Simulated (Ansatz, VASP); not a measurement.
KCl: VASP beside Ansatz

```xyz
2
Lattice="0.0000 3.0822 3.0822 3.0822 0.0000 3.0822 3.0822 3.0822 0.0000" Properties=species:S:1:pos:R:3 pbc="T T T"
K     0.0000    0.0000    0.0000
Cl    3.0822    3.0822    3.0822
```

Alike in both runs: functional r2SCAN; k mesh 8 × 8 × 8; occupations fermi-dirac, width 0.02 eV; no spin polarisation.

Ansatz relaxed the structure, and its values are those at the end. VASP's run is a single point on that final structure, the one shown.

```csv
,VASP,Ansatz
version,VASP 6.6.1,Ansatz 0.2.0
potentials or method,"VASP PAW PBE potentials, release 64 (K_sv, Cl), cutoff 520 eV",PAW plane waves
valence electrons in the cell,16,16
```

|  | VASP | Ansatz | Ansatz less VASP |
| --- | --- | --- | --- |
| gap on the k mesh at the Fermi level (eV) | 6.06 | 6.05 | -0.005 |
| pressure (GPa) | 1.4 | 1.4 | +0.01 |

VASP's potentials were made for PBE, not for r2SCAN. The functional is the same, so the differences come from potentials, cutoffs and numerics. Ansatz's warnings: stress scf threshold loose.
